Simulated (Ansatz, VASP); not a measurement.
Rh: VASP beside Ansatz

```xyz
4
Lattice="2.6917 0.0000 0.0000 -1.3459 2.3311 0.0000 0.0000 0.0000 8.7981" Properties=species:S:1:pos:R:3 pbc="T T T"
Rh    0.0000    0.0000    0.0000
Rh    0.0000    1.5541    2.1995
Rh    0.0000   -0.0250    4.3990
Rh    1.3459    0.7770    6.5986
```

Alike in both runs: task single point; functional LDA; k mesh 9 × 9 × 3; no spin polarisation.

|  | VASP | Ansatz |
| --- | --- | --- |
| version | VASP 6.6.1 | Ansatz 0.2.0 |
| potentials or method | VASP PAW LDA potentials, release 64 (Rh_pv) | plane waves, PAW |
| plane-wave cutoff (eV) | 520 | 420 |
| occupations | fermi-dirac, width 0.1 eV | fermi-dirac |
| valence electrons in the cell | 60 | 68 |

|  | VASP | Ansatz | Ansatz less VASP |
| --- | --- | --- | --- |
| rms of the force components (eV/Å) | 0.032 | 0.032 | -0.0002 |

LDA's correlation is that of Perdew and Zunger in VASP and of Perdew and Wang (1992) in Ansatz. Atom by atom the forces differ by 0.000 eV/Å (rms over components). VASP's potentials hold 60 valence electrons a cell and Ansatz's 68, so a difference there can come from the potentials and not from the codes.
